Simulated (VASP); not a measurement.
# Hg (R-3m) in VASP: a series of runs

Hg is run at these levels: PBE; tasks: single point.

Program: VASP 6.6.1. These are calculated values, not measurements. Logs are shortened: lines on timing, memory, paths and dates and some standing lists are left out, and cuts for length are marked.

## 1. The cell of the first run

The structure is trigonal, space group R-3m (No. 166). The conventional cell has a = 4.043 Å, b = 4.043 Å, c = 5.762 Å, α = 90.00°, β = 90.00°, γ = 120.00°. Hg (site symmetry -3m) has 12 Hg at 3.02 to 4.04 Å within 4.1 Å.

## 2. Single point, PBE (27.19 Å³/atom)

Contents of INCAR:

```
  ALGO = Normal
  EDIFF = 1E-6
  ENCUT = 520
  GGA = PE
  ISIF = 2
  ISMEAR = -1
  LASPH = True
  LCHARG = False
  LREAL = False
  LWAVE = False
  NBANDS = 12
  NELM = 100
  PREC = Accurate
  SIGMA = 0.1
```

Contents of KPOINTS:

```
k-points
0
Gamma
  17 17 17
```

Contents of POSCAR:

```
Hg
1.0
    2.0214281628      1.1670720939      1.9206086768
   -2.0214281628      1.1670720939      1.9206086768
    0.0000000000     -2.3341441879      1.9206086768
Hg
1
Direct
    0.0000000000      1.0000000000      0.0000000000
```

Potentials or basis: VASP PAW PBE potentials, release 64 (Hg).

Launch:

```sh
cat potpaw_PBE.64/Hg/POTCAR > POTCAR
mpirun -np 1 vasp_std > vasp.out
```

OUTCAR:

```text
EDIFF = 1E-6
   ENCUT = 520
   GGA = PE
   ISIF = 2
   ISMEAR = -1
   LASPH = True
   LREAL = False
   NELM = 100
   PREC = Accurate

 ion  position               nearest neighbor table
   1  0.000  0.000  0.000-

  LATTYP: Found a trigonal (rhomboedric) cell.
 ALAT       =     3.0227415998
 COS(alpha) =     0.1055736732

  Lattice vectors:

 A1 = (   2.0214281628,   1.1670720939,   1.9206086768)
 A2 = (  -2.0214281628,   1.1670720939,   1.9206086768)
 A3 = (   0.0000000000,  -2.3341441879,   1.9206086768)

Analysis of symmetry for initial positions (statically):
=====================================================================
 Subroutine PRICEL returns:
 Original cell was already a primitive cell.

 Routine SETGRP: Setting up the symmetry group for a
 trigonal (rhombohedral) supercell.

 Subroutine GETGRP returns: Found 12 space group operations
 (whereof 12 operations were pure point group operations)
 out of a pool of 12 trial point group operations.

The static configuration has the point symmetry D_3d.

Analysis of symmetry for dynamics (positions and initial velocities):
=====================================================================
 Subroutine PRICEL returns:
 Original cell was already a primitive cell.

 Routine SETGRP: Setting up the symmetry group for a
 trigonal (rhombohedral) supercell.

 Subroutine GETGRP returns: Found 12 space group operations
 (whereof 12 operations were pure point group operations)
 out of a pool of 12 trial point group operations.

The dynamic configuration has the point symmetry D_3d.

 Subroutine INISYM returns: Found 12 space group operations
 (whereof 12 operations are pure point group operations),
 and found     1 'primitive' translations

----------------------------------------------------------------------------------------

                                     Primitive cell

  volume of cell :      27.1861

  direct lattice vectors                    reciprocal lattice vectors
     2.021428163  1.167072094  1.920608677     0.247349873  0.142807516  0.173556091
    -2.021428163  1.167072094  1.920608677    -0.247349873  0.142807516  0.173556091
     0.000000000 -2.334144188  1.920608677     0.000000000 -0.285615032  0.173556090

  length of vectors
     3.022741600  3.022741600  3.022741600     0.334212003  0.334212003  0.334212003

  position of ions in fractional coordinates (direct lattice)
     0.000000000  0.000000000  0.000000000

  ion indices of the primitive-cell ions
   primitive index   ion index
                 1           1

----------------------------------------------------------------------------------------

 KPOINTS: k-points

Automatic generation of k-mesh.
 Grid dimensions read from file:
 generate k-points for:   17   17   17

 Generating k-lattice:

  Cartesian coordinates                     Fractional coordinates (reciprocal lattice)
     0.014549993  0.008400442  0.010209182     0.058823529 -0.000000000  0.000000000
    -0.014549993  0.008400442  0.010209182    -0.000000000  0.058823529  0.000000000
     0.000000000 -0.016800884  0.010209182     0.000000000  0.000000000  0.058823529

  Length of vectors
     0.019659530  0.019659530  0.019659530

  Shift w.r.t. Gamma in fractional coordinates (k-lattice)
     0.000000000  0.000000000  0.000000000

 Subroutine IBZKPT returns following result:
 ===========================================

 Found    489 irreducible k-points:

 Following reciprocal coordinates:
            Coordinates               Weight
  0.000000  0.000000  0.000000      1.000000
  0.058824 -0.000000 -0.000000      6.000000
  0.117647  0.000000  0.000000      6.000000
  0.176471  0.000000  0.000000      6.000000
  0.235294  0.000000  0.000000      6.000000
  0.294118  0.000000  0.000000      6.000000
[... 16 lines left out ...]
 -0.176471  0.058824  0.000000     12.000000
 -0.117647  0.058824  0.000000     12.000000
 [... further k-points ...]
   k-points           NKPTS =    489   k-points in BZ     NKDIM =    489   number of bands    NBANDS=     12
   number of dos      NEDOS =    301   number of ions     NIONS =      1
   total plane-waves  NPLWV =  13824
   dimension x,y,z NGX =    24 NGY =   24 NGZ =   24
   dimension x,y,z NGXF=    48 NGYF=   48 NGZF=   48
   ions per type =               1
   NGX,Y,Z   is equivalent  to a cutoff of  13.20, 13.20, 13.20 a.u.
   NGXF,Y,Z  is equivalent  to a cutoff of  26.40, 26.40, 26.40 a.u.
 SYSTEM =  unknown system
   PREC   = accura    normal or accurate (medium, high low for compatibility)
   ISTART =      0    job   : 0-new  1-cont  2-samecut
   ICHARG =      2    charge: 1-file 2-atom 10-const
   ISPIN  =      1    spin polarized calculation?
   LNONCOLLINEAR =      F non collinear calculations
   LSORBIT =      F    spin-orbit coupling
   LASPH  =      T    aspherical Exc in radial PAW
   ENCUT  =  520.0 eV  38.22 Ry    6.18 a.u.   5.62  5.62  5.62*2*pi/ulx,y,z
   NELM   =    100;   NELMIN=  2; NELMDL= -5     # of ELM steps
   EDIFF  = 0.1E-05   stopping-criterion for ELM
   LREAL  =      F    real-space projection
   EDIFFG = 0.1E-04   stopping-criterion for IOM
   NSW    =      0    number of steps for IOM
   IBRION =     -1    ionic relax: 0-MD 1-quasi-New 2-CG
   NFREE  =      0    steps in history (QN), initial steepest desc. (CG)
   ISIF   =      2    stress and relaxation
   ISYM   =      2    0-nonsym 1-usesym 2-fastsym
   POTIM  = 0.5000    time-step for ionic-motion
   TEBEG  =    0.0;   TEEND  =   0.0 temperature during run
   PSTRESS=    0.0 pullay stress
   NELECT =      12.0000    total number of electrons
   NUPDOWN=      -1.0000    fix difference up-down
   EMIN   =  10.00;   EMAX   =-10.00  energy-range for DOS
   EFERMI =   0.00;   METHOD = LEGACY
   ISMEAR =    -1;   SIGMA  =   0.10  broadening in eV -4-tet -1-fermi 0-gaus
   EFERMI_NEDOS =   21; number of points for ismear=-14 and -15
   IALGO  =     38    algorithm
   IMIX   =      4    mixing-type and parameters
     AMIX     =   0.40;   BMIX     =  1.00
     AMIX_MAG =   1.60;   BMIX_MAG =  1.00
  volume/ion in A,a.u.               =      27.19       183.46
  Fermi-wavevector in a.u.,A,eV,Ry     =   1.246484  2.355512 21.139659  1.553721
  Thomas-Fermi vector in A             =   2.380659
   LORBIT       =      0    0 simple, 1 ext, 2 COOP (PROOUT), +10 PAW based schemes
   GGA     = PE    functional components
   LHFCALC =     F    Hartree Fock is set to
   AEXX    =    0.0000 exact exchange contribution
   IVDW    =     0    specifies the selected vdW correction
   LEPSILON=     F    determine dielectric tensor
   LRPA    =     F    only Hartree local field effects (RPA)
 non-spin polarized calculation
  energy-cutoff  :      520.00
  volume of cell :       27.19
 maximum number of plane-waves:       750
   NGX = 11   NGY = 11   NGZ = 11

 number of electron      12.0000000 magnetization

 Free energy of the ion-electron system (eV)
  ---------------------------------------------------
  ext. energy  EPLUGINS =         0.00000000
  ---------------------------------------------------
  free energy    TOTEN  =        -0.15359088 eV

  energy without entropy =       -0.14293992  energy(sigma->0) =       -0.14826540

 E-fermi :   1.8633     XC(G=0): -10.0112

 val. band max:        1.8581047293   @ k =  -0.4118   0.1176  -0.0000
 cond. band min:       1.8693318701   @ k =  -0.3529   0.4118   0.3529
 fundamental gap:      0.0112271408
 Fermi energy:         1.8632639922

 k-point     1 :       0.0000    0.0000    0.0000
  band No.  band energies     occupation
      1      -6.4366      2.00000
      2      -6.0377      2.00000
      3      -6.0377      2.00000
      4      -4.1184      2.00000
      5      -4.1184      2.00000
      6      -4.0721      2.00000
      7      11.9790      0.00000
      8      11.9790      0.00000
      9      12.1081      0.00000
     10      15.5227      0.00000
     11      17.2777      0.00000
     12      17.2777      0.00000

 k-point     2 :       0.0588   -0.0000   -0.0000
  band No.  band energies     occupation
      1      -6.3739      2.00000
      2      -6.0325      2.00000
      3      -5.9983      2.00000
      4      -4.1399      2.00000
      5      -4.1258      2.00000
      6      -4.0829      2.00000
      7      11.2384      0.00000
      8      12.0643      0.00000
      9      12.1553      0.00000
     10      15.8798      0.00000
     11      17.2579      0.00000
     12      17.7981      0.00000

 k-point     3 :       0.1176    0.0000    0.0000
  band No.  band energies     occupation
      1      -6.2313      2.00000
      2      -6.0175      2.00000
      3      -5.8381      2.00000
      4      -4.2008      2.00000
      5      -4.1683      2.00000
      6      -4.0916      2.00000
      7       9.7203      0.00000
      8      12.3123      0.00000
      9      12.3802      0.00000
     10      16.2257      0.00000
     11      17.2020      0.00000
     12      19.2885      0.00000
[... 286 lines left out ...]
 k-point    23 :      -0.1765    0.0588    0.0000
  band No.  band energies     occupation
      1      -6.0507      2.00000
      2      -5.9576      2.00000
      3      -5.4433      2.00000
      4      -4.2888      2.00000
      5      -4.2350      2.00000
      6      -4.1087      2.00000
      7       7.9534      0.00000
      8      11.5686      0.00000
      9      12.8982      0.00000
     10      16.7579      0.00000
     11      18.0211      0.00000
     12      21.3542      0.00000

 k-point    24 :      -0.1176    0.0588    0.0000
  band No.  band energies     occupation
      1      -6.1566      2.00000
      2      -5.9827      2.00000
      3      -5.8293      2.00000
      4      -4.2019      2.00000
      5      -4.1708      2.00000
      6      -4.1078      2.00000
      7       9.6062      0.00000
      8      11.3546      0.00000
      9      12.4959      0.00000
     10      16.6190      0.00000
     11      17.9012      0.00000
     12      19.4251      0.00000

 [... further k-points ...]
[... 5 lines left out ...]
  --------------------------------------------------------------------------------------
  -------------------------------------------------------------------------------------
  Total        0.3160388      0.3160388      0.3886562      0.0000000     -0.0000000     -0.0000000
  in kB       18.6253695     18.6253695     22.9049872      0.0000000     -0.0000000     -0.0000000
  external PRESSURE =      20.0519087 kB  Pullay stress =       0.0000000 kB

 VOLUME and BASIS-vectors are now :
 -----------------------------------------------------------------------------
  energy-cutoff  :      520.00
  volume of cell :       27.19
      direct lattice vectors                 reciprocal lattice vectors
     2.021428163  1.167072094  1.920608677     0.247349873  0.142807516  0.173556091
    -2.021428163  1.167072094  1.920608677    -0.247349873  0.142807516  0.173556091
     0.000000000 -2.334144188  1.920608677     0.000000000 -0.285615032  0.173556090

 POSITION                                       TOTAL-FORCE (eV/Angst)
 -----------------------------------------------------------------------------------
      0.00000      0.00000      0.00000        -0.000000      0.000000     -0.000000
 -----------------------------------------------------------------------------------
    total drift:                               -0.000000     -0.000000     -0.000000

  FREE ENERGIE OF THE ION-ELECTRON SYSTEM (eV)
  ---------------------------------------------------
  free  energy   TOTEN  =        -0.1535908761 eV

  energy  without entropy=       -0.1429399166  energy(sigma->0) =       -0.14826540
```

Run time: 48 s. Hardware: 1 thread of AMD EPYC 9R45 (Zen 5), shared host; peak memory 0.23 GiB.

What came out:

| Quantity | Value |
| --- | --- |
| Free energy | -0.1536 eV |
| Pressure | 2.0 GPa |
| Band gap on the k mesh | zero (bands 6 and 7 overlap by 4.21 eV) |

Stress tensor (GPa, compression positive):
```
1.86 0.00 0.00
0.00 1.86 0.00
0.00 0.00 2.29
```

Levels at points of the mesh, in eV from the Fermi level:
```tsv
k point	band 2	band 3	band 4	band 5	band 6	band 7	band 8	band 9	band 10	band 11
(0.00, 0.00, 0.00)	-7.90	-7.90	-5.98	-5.98	-5.94	10.12	10.12	10.24	13.66	15.41
```

Caveat: spin-orbit coupling is left out, which moves the levels of the heavy elements.

(Part 1 of 2 ends here.)

The gap in the log of VASP goes by the Fermi energy; the results here count the filled bands.